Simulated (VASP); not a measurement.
# KCl (P6_3/mmc) in VASP: further runs

KCl is run at these levels: r2SCAN; tasks: single point.

Everything below comes from runs of VASP 6.6.1. Logs are shortened: lines on timing, memory, paths and dates and some standing lists are left out, and cuts for length are marked.

## (1) The cell of the first run

Symmetry: P6_3/mmc, No. 194, hexagonal system. The conventional cell has a = 5.582 Å, b = 5.582 Å, c = 6.178 Å, α = 90.00°, β = 90.00°, γ = 120.00°. Within 4.1 Å of K (site symmetry -6m2) lie 5 Cl at 3.09 to 3.22 Å. Within 4.1 Å of Cl (site symmetry -6m2) lie 5 K at 3.09 to 3.22 Å.

## (2) Single point, r2SCAN (epitaxial xy strain +4.5%)

POSCAR reads:

```
KCl
1.0
    5.5821324203      0.0000000000      0.0000000000
   -2.7910662101      4.8342684833      0.0000000000
    0.0000000000      0.0000000000      6.1775118346
K Cl
2 2
Direct
    0.3333333333      0.6666666667     -0.0625000000
    0.6666666667      0.3333333333      0.4375000000
    0.3333333333      0.6666666667      0.4375000000
    0.6666666667      0.3333333333      0.9375000000
```

INCAR.step1 reads:

```
  ALGO = Normal
  EDIFF = 1E-4
  ENCUT = 520
  GGA = PE
  ISMEAR = 0
  LASPH = True
  LCHARG = False
  LREAL = False
  LWAVE = True
  NBANDS = 24
  NELM = 100
  PREC = Accurate
  SIGMA = 0.01
```

INCAR.step2 reads:

```
  ALGO = Normal
  EDIFF = 1E-6
  ENCUT = 520
  ISIF = 2
  ISMEAR = 0
  ISTART = 1
  LASPH = True
  LCHARG = False
  LMIXTAU = True
  LREAL = False
  LWAVE = False
  METAGGA = R2SCAN
  NBANDS = 24
  NELM = 100
  PREC = Accurate
  SIGMA = 0.01
```

KPOINTS reads:

```
k-points
0
Gamma
  6 6 4
```

Potentials or basis: VASP PAW PBE potentials, release 64 (K_sv, Cl).

Launch:

```sh
cat potpaw_PBE.64/K_sv/POTCAR potpaw_PBE.64/Cl/POTCAR > POTCAR
cp INCAR.step1 INCAR
mpirun -np 1 vasp_std > vasp.out
cp INCAR.step2 INCAR
mpirun -np 1 vasp_std > vasp.out
```

OUTCAR:

```text
EDIFF = 1E-6
   ENCUT = 520
   ISIF = 2
   ISMEAR = 0
   ISTART = 1
   LASPH = True
   LREAL = False
   METAGGA = R2SCAN
   NELM = 100
   PREC = Accurate

 ion  position               nearest neighbor table
   1  0.333  0.667  0.938-   3 3.09   3 3.09   4 3.22   4 3.22   4 3.22
   2  0.667  0.333  0.438-   4 3.09   4 3.09   3 3.22   3 3.22   3 3.22
   3  0.333  0.667  0.438-   1 3.09   1 3.09   2 3.22   2 3.22   2 3.22
   4  0.667  0.333  0.938-   2 3.09   2 3.09   1 3.22   1 3.22   1 3.22

  LATTYP: Found a hexagonal cell.
 ALAT       =     5.5821324203
 C/A-ratio  =     1.1066580599

  Lattice vectors:

 A1 = (   5.5821324203,   0.0000000000,   0.0000000000)
 A2 = (  -2.7910662101,   4.8342684833,   0.0000000000)
 A3 = (   0.0000000000,   0.0000000000,   6.1775118346)

Analysis of symmetry for initial positions (statically):
=====================================================================
 Subroutine PRICEL returns:
 Original cell was already a primitive cell.

 Routine SETGRP: Setting up the symmetry group for a
 hexagonal supercell.

 Subroutine GETGRP returns: Found 24 space group operations
 (whereof  6 operations were pure point group operations)
 out of a pool of 24 trial point group operations.

The static configuration has the point symmetry C_3v.
 The point group associated with its full space group is D_6h.

Analysis of symmetry for dynamics (positions and initial velocities):
=====================================================================
 Subroutine PRICEL returns:
 Original cell was already a primitive cell.

 Routine SETGRP: Setting up the symmetry group for a
 hexagonal supercell.

 Subroutine GETGRP returns: Found 24 space group operations
 (whereof  6 operations were pure point group operations)
 out of a pool of 24 trial point group operations.

The dynamic configuration has the point symmetry C_3v.
 The point group associated with its full space group is D_6h.

 Subroutine INISYM returns: Found 24 space group operations
 (whereof  6 operations are pure point group operations),
 and found     1 'primitive' translations

----------------------------------------------------------------------------------------

                                     Primitive cell

  volume of cell :     166.7034

  direct lattice vectors                    reciprocal lattice vectors
     5.582132420  0.000000000  0.000000000     0.179143009  0.103428265  0.000000000
    -2.791066210  4.834268483  0.000000000     0.000000000  0.206856529  0.000000000
     0.000000000  0.000000000  6.177511835     0.000000000  0.000000000  0.161877472

  length of vectors
     5.582132420  5.582132420  6.177511835     0.206856529  0.206856529  0.161877472

  position of ions in fractional coordinates (direct lattice)
     0.333333333  0.666666667  0.937500000
     0.666666667  0.333333333  0.437500000
     0.333333333  0.666666667  0.437500000
     0.666666667  0.333333333  0.937500000

  ion indices of the primitive-cell ions
   primitive index   ion index
                 1           1
                 2           2
                 3           3
                 4           4

----------------------------------------------------------------------------------------

 KPOINTS: k-points

Automatic generation of k-mesh.
 Grid dimensions read from file:
 generate k-points for:    6    6    4

 Generating k-lattice:

  Cartesian coordinates                     Fractional coordinates (reciprocal lattice)
     0.029857168  0.017238044  0.000000000     0.166666667  0.000000000  0.000000000
     0.000000000  0.034476088  0.000000000     0.000000000  0.166666667  0.000000000
     0.000000000  0.000000000  0.040469368     0.000000000  0.000000000  0.250000000

  Length of vectors
     0.034476088  0.034476088  0.040469368

  Shift w.r.t. Gamma in fractional coordinates (k-lattice)
     0.000000000  0.000000000  0.000000000

 Subroutine IBZKPT returns following result:
 ===========================================

 Found     21 irreducible k-points:

 Following reciprocal coordinates:
            Coordinates               Weight
  0.000000  0.000000  0.000000      1.000000
  0.166667 -0.000000  0.000000      6.000000
  0.333333 -0.000000  0.000000      6.000000
  0.500000 -0.000000  0.000000      3.000000
  0.166667  0.166667  0.000000      6.000000
  0.333333  0.166667  0.000000     12.000000
[... 13 lines left out ...]
  0.333333  0.166667  0.500000     12.000000
  0.333333  0.333333  0.500000      2.000000
   k-points           NKPTS =     21   k-points in BZ     NKDIM =     21   number of bands    NBANDS=     24
   number of dos      NEDOS =    301   number of ions     NIONS =      4
   total plane-waves  NPLWV =  84672
   dimension x,y,z NGX =    42 NGY =   42 NGZ =   48
   dimension x,y,z NGXF=    84 NGYF=   84 NGZF=   96
   ions per type =               2   2
   NGX,Y,Z   is equivalent  to a cutoff of  12.51, 12.51, 12.92 a.u.
   NGXF,Y,Z  is equivalent  to a cutoff of  25.02, 25.02, 25.84 a.u.
 SYSTEM =  unknown system
   PREC   = accura    normal or accurate (medium, high low for compatibility)
   ISTART =      1    job   : 0-new  1-cont  2-samecut
   ICHARG =      0    charge: 1-file 2-atom 10-const
   ISPIN  =      1    spin polarized calculation?
   LNONCOLLINEAR =      F non collinear calculations
   LSORBIT =      F    spin-orbit coupling
   LASPH  =      T    aspherical Exc in radial PAW
   ENCUT  =  520.0 eV  38.22 Ry    6.18 a.u.  10.38 10.38 11.49*2*pi/ulx,y,z
   NELM   =    100;   NELMIN=  2; NELMDL=  0     # of ELM steps
   EDIFF  = 0.1E-05   stopping-criterion for ELM
   LREAL  =      F    real-space projection
   EDIFFG = 0.1E-04   stopping-criterion for IOM
   NSW    =      0    number of steps for IOM
   IBRION =     -1    ionic relax: 0-MD 1-quasi-New 2-CG
   NFREE  =      0    steps in history (QN), initial steepest desc. (CG)
   ISIF   =      2    stress and relaxation
   ISYM   =      2    0-nonsym 1-usesym 2-fastsym
   POTIM  = 0.5000    time-step for ionic-motion
   TEBEG  =    0.0;   TEEND  =   0.0 temperature during run
   PSTRESS=    0.0 pullay stress
   NELECT =      32.0000    total number of electrons
   NUPDOWN=      -1.0000    fix difference up-down
   EMIN   =  10.00;   EMAX   =-10.00  energy-range for DOS
   EFERMI =   0.00;   METHOD = LEGACY
   ISMEAR =     0;   SIGMA  =   0.01  broadening in eV -4-tet -1-fermi 0-gaus
   EFERMI_NEDOS =   21; number of points for ismear=-14 and -15
   IALGO  =     38    algorithm
   IMIX   =      4    mixing-type and parameters
     AMIX     =   0.40;   BMIX     =  1.00
     AMIX_MAG =   1.60;   BMIX_MAG =  1.00
  volume/ion in A,a.u.               =      41.68       281.24
  Fermi-wavevector in a.u.,A,eV,Ry     =   0.944372  1.784605 12.134212  0.891839
  Thomas-Fermi vector in A             =   2.072171
   LORBIT       =      0    0 simple, 1 ext, 2 COOP (PROOUT), +10 PAW based schemes
   METAGGA = R2SCAN    functional components
   LHFCALC =     F    Hartree Fock is set to
   AEXX    =    0.0000 exact exchange contribution
   IVDW    =     0    specifies the selected vdW correction
   LEPSILON=     F    determine dielectric tensor
   LRPA    =     F    only Hartree local field effects (RPA)
 non-spin polarized calculation
 Gauss-broadening in eV      SIGMA  =   0.01
  energy-cutoff  :      520.00
  volume of cell :      166.70
 maximum number of plane-waves:      4508
 NGX is ok and might be reduce to    42
   NGX = 21   NGY = 21   NGZ = 23

 number of electron      32.0000003 magnetization

 Free energy of the ion-electron system (eV)
  ---------------------------------------------------
  ext. energy  EPLUGINS =         0.00000000
  ---------------------------------------------------
  free energy    TOTEN  =       -32.69322401 eV

  energy without entropy =      -32.69322401  energy(sigma->0) =      -32.69322401

 E-fermi :  -3.1788     XC(G=0):  -6.5008

 val. band max:       -3.2522086013   @ k =   0.0000   0.0000   0.0000
 cond. band min:       1.9701643615   @ k =   0.0000   0.0000   0.0000
 fundamental gap:      5.2223729628
 Fermi energy:        -3.1788161286

 k-point     1 :       0.0000    0.0000    0.0000
  band No.  band energies     occupation
      1     -31.8634      2.00000
      2     -31.8542      2.00000
      3     -15.8132      2.00000
      4     -15.7366      2.00000
      5     -14.6286      2.00000
      6     -14.6213      2.00000
[... 16 lines left out ...]
     23       6.6351      0.00000
     24       6.6707      0.00000

 k-point     2 :       0.1667   -0.0000    0.0000
  band No.  band energies     occupation
      1     -31.8628      2.00000
      2     -31.8547      2.00000
      3     -15.8298      2.00000
      4     -15.7644      2.00000
      5     -14.6241      2.00000
      6     -14.6229      2.00000
[... 16 lines left out ...]
     23       6.2874      0.00000
     24       6.8903      0.00000

 k-point     3 :       0.3333   -0.0000    0.0000
  band No.  band energies     occupation
      1     -31.8612      2.00000
      2     -31.8559      2.00000
      3     -15.8585      2.00000
      4     -15.8186      2.00000
      5     -14.6295      2.00000
      6     -14.6084      2.00000
[... 16 lines left out ...]
     23       6.5582      0.00000
     24       6.6107      0.00000
[... 433 lines left out ...]
 k-point    20 :       0.3333    0.1667    0.5000
  band No.  band energies     occupation
      1     -31.8583      2.00000
      2     -31.8583      2.00000
      3     -15.9839      2.00000
      4     -15.9839      2.00000
      5     -14.6072      2.00000
      6     -14.6072      2.00000
[... 16 lines left out ...]
     23       6.6938      0.00000
     24       6.6938      0.00000

 k-point    21 :       0.3333    0.3333    0.5000
  band No.  band energies     occupation
      1     -31.8582      2.00000
      2     -31.8582      2.00000
      3     -15.9917      2.00000
      4     -15.9917      2.00000
      5     -14.6098      2.00000
      6     -14.6098      2.00000
[... 16 lines left out ...]
     23       6.6332      0.00000
     24       6.6332      0.00000

------------------------ aborting loop because EDIFF is reached ----------------------------------------

  FORCE on cell =-STRESS in cart. coord.  units (eV):
  Direction    XX          YY          ZZ          XY          YZ          ZX
  --------------------------------------------------------------------------------------
  -------------------------------------------------------------------------------------
  Total       -1.1805762     -1.1805762      0.0023916     -0.0000000     -0.0000000      0.0000000
  in kB      -11.3464527    -11.3464527      0.0229853     -0.0000000     -0.0000000      0.0000000
  external PRESSURE =      -7.5566401 kB  Pullay stress =       0.0000000 kB

 VOLUME and BASIS-vectors are now :
 -----------------------------------------------------------------------------
  energy-cutoff  :      520.00
  volume of cell :      166.70
      direct lattice vectors                 reciprocal lattice vectors
     5.582132420  0.000000000  0.000000000     0.179143009  0.103428265  0.000000000
    -2.791066210  4.834268483  0.000000000     0.000000000  0.206856529  0.000000000
     0.000000000  0.000000000  6.177511835     0.000000000  0.000000000  0.161877472

 POSITION                                       TOTAL-FORCE (eV/Angst)
 -----------------------------------------------------------------------------------
     -0.00000      3.22285      5.79142        -0.000000     -0.000000     -0.000000
      2.79107      1.61142      2.70266         0.000000      0.000000      0.000000
     -0.00000      3.22285      2.70266        -0.000000     -0.000000      0.000000
      2.79107      1.61142      5.79142         0.000000      0.000000      0.000000
 -----------------------------------------------------------------------------------
    total drift:                               -0.000000      0.000000      0.000000

  FREE ENERGIE OF THE ION-ELECTRON SYSTEM (eV)
  ---------------------------------------------------
  free  energy   TOTEN  =       -32.6932240106 eV

  energy  without entropy=      -32.6932240106  energy(sigma->0) =      -32.69322401
```

It took 7.3 min on 1 thread of AMD EPYC 9755, shared host; peak memory 0.3 GiB.

What came out:

- Free energy: -32.6932 eV
- Pressure: -0.8 GPa
- Band gap on the k mesh: 5.22 eV

Levels at points of the mesh, in eV from the valence-band top:
```csv
k point,band 13,band 14,band 15,band 16,band 17,band 18,band 19,band 20
"(0.00, 0.00, 0.00)",-0.40,-0.23,-0.23,0.00,5.22,8.74,8.74,8.74
"(0.50, 0.00, 0.00)",-0.34,-0.33,-0.17,-0.12,6.81,7.74,7.89,8.14
"(0.00, 0.00, 0.50)",-0.33,-0.33,-0.33,-0.33,6.48,6.48,9.84,9.84
"(0.50, 0.00, 0.50)",-0.30,-0.30,-0.25,-0.25,7.32,7.32,8.96,8.96
```

Caveat: the cell differs from its parent crystal (epitaxial xy strain +4.5%); the structure was generated, so it needn't be the stable form of KCl; the PAW data sets were made with another functional, which shifts forces and pressure a little.

## (3) Single point, r2SCAN (strain +4.4%)

POSCAR reads:

```
KCl
1.0
    5.5773230012      0.0000000000      0.0000000000
   -2.7886615006      4.8301034041      0.0000000000
    0.0000000000      0.0000000000      6.5118213366
K Cl
2 2
Direct
    0.3333333333      0.6666666667     -0.0625000000
    0.6666666667      0.3333333333      0.4375000000
    0.3333333333      0.6666666667      0.4375000000
    0.6666666667      0.3333333333      0.9375000000
```

INCAR.step1 reads:

```
PREC = Accurate ; ENCUT = 520
ISMEAR = 0 ; SIGMA = 0.01
LREAL = F ; LASPH = T
NELM = 80 ; NBANDS = 24
GGA = PE ; ALGO = Normal
EDIFF = 1E-4 ; LWAVE = T
LCHARG = F
```

INCAR.step2 reads:

```
PREC = Accurate ; ENCUT = 520
EDIFF = 1E-7 ; ISMEAR = 0
SIGMA = 0.01 ; LREAL = F
LASPH = T ; NELM = 80
ALGO = Normal ; ISIF = 2
LWAVE = F ; LCHARG = F
METAGGA = R2SCAN ; LMIXTAU = T
NBANDS = 24 ; ISTART = 1
```

KPOINTS reads:

```
Automatic mesh
0
Gamma
  6 6 4
```

Potentials or basis: VASP PAW PBE potentials, release 64 (K_sv, Cl).

Launch:

```sh
cat potpaw_PBE.64/K_sv/POTCAR potpaw_PBE.64/Cl/POTCAR > POTCAR
cp INCAR.step1 INCAR
mpirun -np 1 vasp_std > vasp.out
cp INCAR.step2 INCAR
mpirun -np 1 vasp_std > vasp.out
```

Run time: 7.5 min. Hardware: 1 thread of AMD EPYC 9755, shared host; peak memory 0.31 GiB.

It converged, with:

```
Free energy            : -32.6477 eV
Pressure               : -1.4 GPa
Band gap on the k mesh : 5.15 eV
```

Stress tensor (GPa, compression positive):
```
-1.29  0.00  0.00
 0.00 -1.29  0.00
 0.00  0.00 -1.58
```

Levels at points of the mesh, in eV from the valence-band top:
```
           k point  band 14  band 15  band 16  band 17  band 18  band 19
(0.00, 0.00, 0.00)    -0.20    -0.20     0.00     5.15     8.42     8.79
(0.50, 0.00, 0.00)    -0.31    -0.17    -0.10     6.81     7.52     7.78
(0.00, 0.00, 0.50)    -0.28    -0.28    -0.28     6.35     6.35     9.83
(0.50, 0.00, 0.50)    -0.24    -0.19    -0.19     7.23     7.23     8.76
```

Caveat: the cell differs from its parent crystal (strain +4.4%); the structure was generated, so it needn't be the stable form of KCl; the PAW data sets were made with another functional, which shifts forces and pressure a little.
